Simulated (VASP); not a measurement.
# Os (Im-3m) in VASP: single point with r2SCAN

Aim: the single point of Os with r2SCAN.

Everything below comes from runs of VASP 6.6.1. Logs are shortened: lines on timing, memory, paths and dates and some standing lists are left out, and cuts for length are marked.

### Step 1. The cell of the first run

Symmetry: Im-3m, No. 229, cubic system. The conventional cell has a = 3.070 Å, b = 3.070 Å, c = 3.070 Å, α = 90.00°, β = 90.00°, γ = 90.00°. Within 3.5 Å of Os (site symmetry m-3m) lie 14 Os at 2.66 to 3.07 Å.

This isn't the form of Os at room conditions, which is hcp.

### Step 2. Single point, r2SCAN

The input, POSCAR:

```
Os
1.0
   -1.5351292536      1.5351292536      1.5351292536
    1.5351292536     -1.5351292536      1.5351292536
    1.5351292536      1.5351292536     -1.5351292536
Os
1
Direct
    0.0000000000      0.0000000000      0.0000000000
```

The input, INCAR.step1:

```
SYSTEM = Os
  PREC = Accurate
  ENCUT = 520
  ISMEAR = 0
  SIGMA = 0.05
  LREAL = .FALSE.
  LASPH = .TRUE.
  NELM = 60
  NBANDS = 10
  GGA = PE
  ALGO = Normal
  EDIFF = 1E-4
  LWAVE = .TRUE.
  LCHARG = .FALSE.
```

The input, INCAR.step2:

```
SYSTEM = Os
  PREC = Accurate
  ENCUT = 520
  EDIFF = 1E-6
  ISMEAR = 0
  SIGMA = 0.05
  LREAL = .FALSE.
  LASPH = .TRUE.
  NELM = 60
  ALGO = Normal
  ISIF = 2
  LWAVE = .FALSE.
  LCHARG = .TRUE.
  METAGGA = R2SCAN
  LMIXTAU = .TRUE.
  LELF = .TRUE.
  LVHAR = .TRUE.
  NBANDS = 10
  ISTART = 1
```

The input, KPOINTS:

```
regular mesh
0
G
  18 18 18
  0 0 0
```

Potentials or basis: VASP PAW PBE potentials, release 64 (Os).

The run is started by

```bash
$ cat potpaw_PBE.64/Os/POTCAR > POTCAR
$ cp INCAR.step1 INCAR
$ mpirun -np 1 vasp_std > vasp.out
$ cp INCAR.step2 INCAR
$ mpirun -np 1 vasp_std > vasp.out
```

OUTCAR:

```text
SYSTEM = Os
   PREC = Accurate
   ENCUT = 520
   EDIFF = 1E-6
   ISMEAR = 0
   LREAL = .FALSE.
   LASPH = .TRUE.
   NELM = 60
   ISIF = 2
   METAGGA = R2SCAN
   ISTART = 1

 ion  position               nearest neighbor table
   1  0.000  0.000  0.000-

  LATTYP: Found a body centered cubic cell.
 ALAT       =     3.0702585072

  Lattice vectors:

 A1 = (  -1.5351292536,   1.5351292536,   1.5351292536)
 A2 = (   1.5351292536,  -1.5351292536,   1.5351292536)
 A3 = (   1.5351292536,   1.5351292536,  -1.5351292536)

Analysis of symmetry for initial positions (statically):
=====================================================================
 Subroutine PRICEL returns:
 Original cell was already a primitive cell.

 Routine SETGRP: Setting up the symmetry group for a
 body centered cubic supercell.

 Subroutine GETGRP returns: Found 48 space group operations
 (whereof 48 operations were pure point group operations)
 out of a pool of 48 trial point group operations.

The static configuration has the point symmetry O_h .

Analysis of symmetry for dynamics (positions and initial velocities):
=====================================================================
 Subroutine PRICEL returns:
 Original cell was already a primitive cell.

 Routine SETGRP: Setting up the symmetry group for a
 body centered cubic supercell.

 Subroutine GETGRP returns: Found 48 space group operations
 (whereof 48 operations were pure point group operations)
 out of a pool of 48 trial point group operations.

The dynamic configuration has the point symmetry O_h .

 Subroutine INISYM returns: Found 48 space group operations
 (whereof 48 operations are pure point group operations),
 and found     1 'primitive' translations

----------------------------------------------------------------------------------------

                                     Primitive cell

  volume of cell :      14.4709

  direct lattice vectors                    reciprocal lattice vectors
    -1.535129254  1.535129254  1.535129254     0.000000000  0.325705473  0.325705473
     1.535129254 -1.535129254  1.535129254     0.325705473  0.000000000  0.325705473
     1.535129254  1.535129254 -1.535129254     0.325705473  0.325705473  0.000000000

  length of vectors
     2.658921863  2.658921863  2.658921863     0.460617098  0.460617098  0.460617098

  position of ions in fractional coordinates (direct lattice)
     0.000000000  0.000000000  0.000000000

  ion indices of the primitive-cell ions
   primitive index   ion index
                 1           1

----------------------------------------------------------------------------------------

 KPOINTS: regular mesh

Automatic generation of k-mesh.
 Grid dimensions read from file:
 generate k-points for:   18   18   18

 Generating k-lattice:

  Cartesian coordinates                     Fractional coordinates (reciprocal lattice)
     0.000000000  0.018094749  0.018094749     0.055555556  0.000000000  0.000000000
     0.018094749  0.000000000  0.018094749     0.000000000  0.055555556  0.000000000
     0.018094749  0.018094749  0.000000000     0.000000000  0.000000000  0.055555556

  Length of vectors
     0.025589839  0.025589839  0.025589839

  Shift w.r.t. Gamma in fractional coordinates (k-lattice)
     0.000000000  0.000000000  0.000000000

 Subroutine IBZKPT returns following result:
 ===========================================

 Found    195 irreducible k-points:

 Following reciprocal coordinates:
            Coordinates               Weight
  0.000000  0.000000  0.000000      1.000000
  0.055556  0.000000  0.000000     12.000000
  0.111111  0.000000  0.000000     12.000000
  0.166667  0.000000  0.000000     12.000000
  0.222222  0.000000  0.000000     12.000000
  0.277778  0.000000  0.000000     12.000000
[... 16 lines left out ...]
  0.333333  0.111111  0.000000     48.000000
  0.388889  0.111111  0.000000     48.000000
 [... further k-points ...]
   k-points           NKPTS =    195   k-points in BZ     NKDIM =    195   number of bands    NBANDS=     10
   number of dos      NEDOS =    301   number of ions     NIONS =      1
   total plane-waves  NPLWV =   8000
   dimension x,y,z NGX =    20 NGY =   20 NGZ =   20
   dimension x,y,z NGXF=    40 NGYF=   40 NGZF=   40
   ions per type =               1
   NGX,Y,Z   is equivalent  to a cutoff of  12.50, 12.50, 12.50 a.u.
   NGXF,Y,Z  is equivalent  to a cutoff of  25.01, 25.01, 25.01 a.u.
 SYSTEM =  Os
   PREC   = accura    normal or accurate (medium, high low for compatibility)
   ISTART =      1    job   : 0-new  1-cont  2-samecut
   ICHARG =      0    charge: 1-file 2-atom 10-const
   ISPIN  =      1    spin polarized calculation?
   LNONCOLLINEAR =      F non collinear calculations
   LSORBIT =      F    spin-orbit coupling
   LASPH  =      T    aspherical Exc in radial PAW
   ENCUT  =  520.0 eV  38.22 Ry    6.18 a.u.   4.94  4.94  4.94*2*pi/ulx,y,z
   NELM   =     60;   NELMIN=  2; NELMDL=  0     # of ELM steps
   EDIFF  = 0.1E-05   stopping-criterion for ELM
   LREAL  =      F    real-space projection
   EDIFFG = 0.1E-04   stopping-criterion for IOM
   NSW    =      0    number of steps for IOM
   IBRION =     -1    ionic relax: 0-MD 1-quasi-New 2-CG
   NFREE  =      0    steps in history (QN), initial steepest desc. (CG)
   ISIF   =      2    stress and relaxation
   ISYM   =      2    0-nonsym 1-usesym 2-fastsym
   POTIM  = 0.5000    time-step for ionic-motion
   TEBEG  =    0.0;   TEEND  =   0.0 temperature during run
   PSTRESS=    0.0 pullay stress
   NELECT =       8.0000    total number of electrons
   NUPDOWN=      -1.0000    fix difference up-down
   EMIN   =  10.00;   EMAX   =-10.00  energy-range for DOS
   EFERMI =   0.00;   METHOD = LEGACY
   ISMEAR =     0;   SIGMA  =   0.05  broadening in eV -4-tet -1-fermi 0-gaus
   EFERMI_NEDOS =   21; number of points for ismear=-14 and -15
   IALGO  =     38    algorithm
   IMIX   =      4    mixing-type and parameters
     AMIX     =   0.40;   BMIX     =  1.00
     AMIX_MAG =   1.60;   BMIX_MAG =  1.00
  volume/ion in A,a.u.               =      14.47        97.65
  Fermi-wavevector in a.u.,A,eV,Ry     =   1.343610  2.539055 24.562431  1.805288
  Thomas-Fermi vector in A             =   2.471670
   LORBIT       =      0    0 simple, 1 ext, 2 COOP (PROOUT), +10 PAW based schemes
   METAGGA = R2SCAN    functional components
   LHFCALC =     F    Hartree Fock is set to
   AEXX    =    0.0000 exact exchange contribution
   IVDW    =     0    specifies the selected vdW correction
   LEPSILON=     F    determine dielectric tensor
   LRPA    =     F    only Hartree local field effects (RPA)
 non-spin polarized calculation
 Gauss-broadening in eV      SIGMA  =   0.05
  energy-cutoff  :      520.00
  volume of cell :       14.47
 maximum number of plane-waves:       402
   NGX =  9   NGY =  9   NGZ =  9

 number of electron       8.0000001 magnetization

 Free energy of the ion-electron system (eV)
  ---------------------------------------------------
  ext. energy  EPLUGINS =         0.00000000
  ---------------------------------------------------
  free energy    TOTEN  =       -52.08242155 eV

  energy without entropy =      -52.08034328  energy(sigma->0) =      -52.08138242

 E-fermi :   9.1003     XC(G=0): -15.1578

 val. band max:        9.1001517233   @ k =   0.1667   0.0000   0.0000
 cond. band min:       9.1054560330   @ k =   0.2778   0.2222   0.0556
 fundamental gap:      0.0053043098
 Fermi energy:         9.1003112526

 k-point     1 :       0.0000    0.0000    0.0000
  band No.  band energies     occupation
      1      -2.3611      2.00000
      2       5.5229      2.00000
      3       5.5229      2.00000
      4       5.5229      2.00000
      5       9.0371      1.92624
      6       9.0371      1.92624
      7      26.1056      0.00000
      8      26.1056      0.00000
      9      26.1056      0.00000
     10      38.4706      0.00000

 k-point     2 :       0.0556    0.0000    0.0000
  band No.  band energies     occupation
      1      -2.2062      2.00000
      2       5.4435      2.00000
      3       5.5145      2.00000
      4       5.6658      2.00000
      5       8.9212      2.00000
      6       9.0416      1.90308
      7      26.2133      0.00000
      8      26.3587      0.00000
      9      26.3800      0.00000
     10      36.8869      0.00000

 k-point     3 :       0.1111    0.0000    0.0000
  band No.  band energies     occupation
      1      -1.7570      2.00000
      2       5.2215      2.00000
      3       5.4717      2.00000
      4       6.0891      2.00000
      5       8.6562      2.00000
      6       9.0593      1.75348
      7      26.4538      0.00000
      8      27.0333      0.00000
      9      27.0987      0.00000
     10      34.8577      0.00000

 k-point     4 :       0.1667    0.0000    0.0000
  band No.  band energies     occupation
      1      -1.0670      2.00000
      2       4.8988      2.00000
      3       5.3685      2.00000
      4       6.7755      2.00000
      5       8.4264      2.00000
      6       9.1002      1.00360
      7      26.5353      0.00000
      8      27.4793      0.00000
      9      28.2739      0.00000
     10      33.5154      0.00000
[... 222 lines left out ...]
 k-point    22 :       0.2778    0.1111    0.0000
  band No.  band energies     occupation
      1       1.3444      2.00000
      2       3.9093      2.00000
      3       5.3337      2.00000
      4       8.4461      2.00000
      5       9.6250      0.00000
      6      10.7917      0.00000
      7      22.4911      0.00000
      8      24.5655      0.00000
      9      28.8800      0.00000
     10      32.1461      0.00000

 k-point    23 :       0.3333    0.1111    0.0000
  band No.  band energies     occupation
      1       1.4512      2.00000
      2       3.6798      2.00000
      3       6.1655      2.00000
      4       8.7049      2.00000
      5       9.7781      0.00000
      6      12.0516      0.00000
      7      20.4568      0.00000
      8      23.5460      0.00000
      9      27.5402      0.00000
     10      33.7372      0.00000

 k-point    24 :       0.3889    0.1111    0.0000
  band No.  band energies     occupation
      1       1.4152      2.00000
      2       3.5386      2.00000
      3       6.9826      2.00000
      4       8.7970      2.00000
      5      10.0493      0.00000
      6      13.0708      0.00000
      7      18.8029      0.00000
      8      22.9028      0.00000
      9      26.5223      0.00000
     10      34.5527      0.00000

 [... further k-points ...]

------------------------ aborting loop because EDIFF is reached ----------------------------------------

  FORCE on cell =-STRESS in cart. coord.  units (eV):
  Direction    XX          YY          ZZ          XY          YZ          ZX
  --------------------------------------------------------------------------------------
  -------------------------------------------------------------------------------------
  Total        0.1023285      0.1023285      0.1023285      0.0000000      0.0000000      0.0000000
  in kB       11.3295368     11.3295368     11.3295368      0.0000000      0.0000000      0.0000000
  external PRESSURE =      11.3295368 kB  Pullay stress =       0.0000000 kB

 VOLUME and BASIS-vectors are now :
 -----------------------------------------------------------------------------
  energy-cutoff  :      520.00
  volume of cell :       14.47
      direct lattice vectors                 reciprocal lattice vectors
    -1.535129254  1.535129254  1.535129254     0.000000000  0.325705473  0.325705473
     1.535129254 -1.535129254  1.535129254     0.325705473  0.000000000  0.325705473
     1.535129254  1.535129254 -1.535129254     0.325705473  0.325705473  0.000000000

 POSITION                                       TOTAL-FORCE (eV/Angst)
 -----------------------------------------------------------------------------------
      0.00000      0.00000      0.00000         0.000000      0.000000      0.000000
 -----------------------------------------------------------------------------------
    total drift:                                0.000000     -0.000000     -0.000000

  FREE ENERGIE OF THE ION-ELECTRON SYSTEM (eV)
  ---------------------------------------------------
  free  energy   TOTEN  =       -52.0824215534 eV

  energy  without entropy=      -52.0803432785  energy(sigma->0) =      -52.08138242
```

Run time: 1.9 min. Hardware: 1 thread of Intel Xeon 8259CL, shared host; peak memory 0.15 GiB.

Results:

* Free energy: -52.0824 eV
* Pressure: 1.1 GPa
* Band gap on the k mesh: zero (bands 4 and 5 overlap by 4.78 eV)

Levels at points of the mesh, in eV from the Fermi level:
```
           k point  band 1  band 2  band 3  band 4  band 5  band 6  band 7  band 8
(0.00, 0.00, 0.00)  -11.46   -3.58   -3.58   -3.58   -0.06   -0.06   17.01   17.01
(0.50, 0.00, 0.00)   -8.13   -5.73   -0.31   -0.23    0.60    3.25    9.40   13.06
(0.50, 0.50, 0.50)   -7.67   -7.67    2.40    2.40    2.40    8.22    8.22    8.22
```

Caveat: the PAW data sets were made with another functional, which shifts forces and pressure a little; spin-orbit coupling is left out, which moves the levels of the heavy elements.
